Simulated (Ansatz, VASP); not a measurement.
# SiF5 in VASP and in Ansatz

```
CELL_PARAMETERS angstrom
0.04105 -0.04271 5.05191
7.95559 0.01423 0.06685
-3.96526 7.01440 -0.09457
ATOMIC_POSITIONS crystal
Si 0.53156 0.66948 0.33392
Si 0.46454 0.33234 0.66517
F 0.62947 0.69271 0.16178
F 0.63615 0.47209 0.31258
F 0.63857 0.84162 0.52722
F 0.21918 0.67119 0.33360
F 0.10575 0.04279 0.97758
F 0.91367 0.94814 0.02704
F 0.35778 0.15960 0.47225
F 0.36694 0.30996 0.83782
F 0.35954 0.52920 0.68553
F 0.77686 0.33088 0.66552
```

Change from the starting cell: cell x1, atoms moved at random (sigma 0.15 Å) and cell strained at random (1.5 %), then relaxed without symmetry.

Alike in both runs: functional PBE; k mesh 4 × 3 × 3; occupations gaussian, width 0.1 eV; no spin polarisation.

Ansatz relaxed the structure, and its values are those at the end. VASP's run is a single point on that final structure, the one shown.

```csv
,VASP,Ansatz
version,VASP 6.6.1,Ansatz 0.2.0
potentials or method,"VASP PAW PBE potentials, release 64 (Si, F), cutoff 520 eV","scalar-relativistic, plane waves, PAW"
valence electrons in the cell,78,78
```

Ansatz gave:

* gap on the k mesh at the Fermi level (eV): 3.55
* least direct gap on the mesh (eV): 3.56
* pressure (GPa): -0.1
* rms of the force components (eV/Å): 0.007

**Question.** Which values does VASP return?

**Answer.** gap on the k mesh at the Fermi level (eV): 3.49; least direct gap on the mesh (eV): 3.49; pressure (GPa): 0.3; rms of the force components (eV/Å): 0.144.

One of these differences is far larger than is usual between the two programs; its cause wasn't traced.
